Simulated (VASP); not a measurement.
Runs of VASP 6.6.1 on Sr. The structure is that of space group P6_3/mmc (No. 194), or close to it. The cells are those of the table. 

| task | cell | gap on the mesh (eV) | pressure (GPa) |
| --- | --- | --- | --- |
| electric field gradients | a = 4.267, b = 4.267, c = 7.050 Å, angles 90.0, 90.0, 120.0°, 2 atoms | none | -1.4 |
| electric field gradients | a = 4.310, b = 4.310, c = 6.909 Å, angles 90.0, 90.0, 120.0°, 2 atoms | none | -1.4 |
| single point | a = 4.281, b = 4.281, c = 7.003 Å, angles 90.0, 90.0, 120.0°, 2 atoms | none | -1.4 |
| electric field gradients | a = 4.222, b = 4.222, c = 6.906 Å, angles 90.0, 90.0, 120.0°, 2 atoms | none | (a) |
| single point | a = 4.367, b = 4.367, c = 7.143 Å, angles 90.0, 90.0, 120.0°, 2 atoms | none | -1.9 |

Alike in all rows: level LDA; potentials or basis VASP PAW LDA potentials, release 64 (Sr_sv); no spin polarisation; k mesh 10 × 10 × 5; cutoff (eV) 520; smearing fermi-dirac 0.08 eV.

Problem. Estimate the missing entries.

Solution. (a) -1.0.

A k mesh can miss the band edges, and the runs leave out spin-orbit coupling on Sr.

A gap of «none» marks levels without a gap at the run's occupations.
